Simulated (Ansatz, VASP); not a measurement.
Two plane-wave programs on CdTe

```
CELL_PARAMETERS angstrom
0.00000 3.36525 3.28512
3.36525 0.00000 3.28512
3.36525 3.36525 0.00000
ATOMIC_POSITIONS crystal
Cd 0.00000 0.00000 0.00000
Te 0.75000 0.75000 0.75000
```

Change from the starting cell: strain +0.050 along x and y, +0.025 along z, atoms carried along.

Alike in both runs: task single point; functional r2SCAN; k mesh 8 × 8 × 8; occupations gaussian, width 0.05 eV; no spin polarisation.

|  | VASP | Ansatz |
| --- | --- | --- |
| version | VASP 6.6.1 | Ansatz 0.2.0 |
| potentials or method | VASP PAW PBE potentials, release 64 (Cd, Te), cutoff 520 eV | scalar-relativistic, plane waves, PAW |
| valence electrons in the cell | 18 | 36 |

|  | VASP | Ansatz | Ansatz less VASP |
| --- | --- | --- | --- |
| gap on the k mesh at the Fermi level (eV) | 0.94 | 0.94 | +0.009 |
| least direct gap on the mesh (eV) | 0.94 | 0.94 | +0.009 |
| pressure (GPa) | -1.8 | -1.9 | -0.09 |
| traceless stress, the component that is largest in VASP (GPa) | 0.28 | 0.28 | -0.001 |

VASP's potentials were made for PBE, not for r2SCAN. VASP's potentials hold 18 valence electrons a cell and Ansatz's 36, so a difference there can come from the potentials and not from the codes.

Spin-orbit coupling is off throughout.
